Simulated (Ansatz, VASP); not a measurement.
## One calculation of ZnO, two programs

File INCAR:

```
SYSTEM = ZnO
  ALGO = Normal
  EDIFF = 1E-6
  ENCUT = 520
  GGA = CA
  ISIF = 2
  ISMEAR = 0
  LASPH = .True.
  LCHARG = .False.
  LREAL = .False.
  LWAVE = .False.
  NBANDS = 16
  NELM = 80
  PREC = Accurate
  SIGMA = 0.05
```

Contents of KPOINTS:

```
k-points
0
Gamma
  12 12 12
  0 0 0
```

The input POSCAR:

```
ZnO
1.0
    0.0000000000      2.2779141000      2.1694420000
    2.2779141000      0.0000000000      2.1694420000
    2.2779141000      2.2779141000      0.0000000000
Zn O
1 1
Direct
    0.0000000000      0.0000000000      0.0000000000
    0.5000000000      0.5000000000      0.5000000000
```

Input for Ansatz:

```yaml
crystal:
  lattice:
    - [0.0, 2.2779141, 2.169442]
    - [2.2779141, 0.0, 2.169442]
    - [2.2779141, 2.2779141, 0.0]
  atoms:
    - { symbol: Zn, position: [0.0, 0.0, 0.0] }
    - { symbol: O, position: [0.5, 0.5, 0.5] }
basis:
  ecutwfc: 420
kpoints:
  mp_grid: { grid: [12, 12, 12] }
hamiltonian:
  xc: lda
scf:
  occupations: { method: gaussian, width: 0.05 }
output:
  forces: true
  stress: true
  eigenvalues: true
```

Change from the starting cell: strain +0.050 along x and y, +0.000 along z, atoms carried along.

Alike in both runs: task single point; functional LDA; k mesh 12 × 12 × 12; occupations gaussian, width 0.05 eV; no spin polarisation.

```csv
,VASP,Ansatz
version,VASP 6.6.1,Ansatz 0.2.0
potentials or method,"VASP PAW LDA potentials, release 64 (Zn, O), cutoff 520 eV","scalar-relativistic, plane waves, PAW"
valence electrons in the cell,18,18
```

VASP gave:

- gap on the k mesh at the Fermi level (eV): 0.19
- least direct gap on the mesh (eV): 1.12
- pressure (GPa): -24.2
- traceless stress, the component that is largest in VASP (GPa): -0.59

Problem. Which values does Ansatz return?

Solution. gap on the k mesh at the Fermi level (eV): 0.19; least direct gap on the mesh (eV): 1.12; pressure (GPa): -24.9; traceless stress, the component that is largest in VASP (GPa): -0.77.

LDA's correlation is that of Perdew and Zunger in VASP and of Perdew and Wang (1992) in Ansatz.
